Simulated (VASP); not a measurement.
Write the native input for VASP 6.6.1 that does the following.

```
Task                      : relaxation of the atoms
Functional                : LDA
Potentials or basis       : VASP PAW LDA potentials, release 64 (Ta_pv, S)
Cutoff                    : 520 eV
k mesh                    : 8 × 8 × 1
Occupations               : gaussian, width 0.1 eV
Spin                      : no spin polarisation
Dipole correction         : yes
Atoms held fixed (from 0) : [0, 1, 2, 4]
Further INCAR settings    : ALGO = Normal; EDIFF = 1e-06; IBRION = 2; EDIFFG = -0.025; NSW = 50
```

The structure of Ta4S lies in POSCAR:

```
Ta4S
1.0
    3.2528501163      0.0000000000      0.0000000000
    0.0000000000      3.2528501163      0.0000000000
    0.0000000000      0.0000000000     20.2133955625
Ta S
4 1
Selective dynamics
Direct
    0.5000000000      0.5000000000      0.1978885728  F F F
    0.0000000000      0.0000000000      0.2783513062  F F F
    0.5000000000      0.5000000000      0.3580225063  F F F
    0.0000000000      0.0000000000      0.4310703531  T T T
    0.7500000000      0.2500000000      0.5326927055  F F T
```

These files were run (other wordings do the same):

INCAR

```
SYSTEM = Ta4S
PREC = Accurate
ENCUT = 520
EDIFF = 1E-6
ISMEAR = 0
SIGMA = 0.1
LREAL = .False.
LASPH = .True.
NELM = 80
ALGO = Normal
ISIF = 2
LWAVE = .False.
LCHARG = .False.
LDIPOL = .True.
IDIPOL = 3
DIPOL = 0.5 0.5 0.360
GGA = CA
IBRION = 2
NSW = 50
EDIFFG = -0.025
```

KPOINTS

```
Automatic mesh
0
Gamma
  8 8 1
  0 0 0
```

Potentials or basis: VASP PAW LDA potentials, release 64 (Ta_pv, S).

Command:

```bash
$ cat potpaw_LDA.64/Ta_pv/POTCAR potpaw_LDA.64/S/POTCAR > POTCAR
$ mpirun -np 1 vasp_std > vasp.out
```

It gave:

The energy gained by relaxing is 181.7 meV/atom. The ionic steps are 39. The band gap on the k mesh is zero (bands 25 and 26 overlap by 0.42 eV).

Caveat: spin-orbit coupling is left out, which moves the levels of the heavy elements.

It took 56 min on 1 thread of Intel(R) Xeon(R) 6975P-C (Granite Rapids) (shared host), peak memory 0.32 GiB.
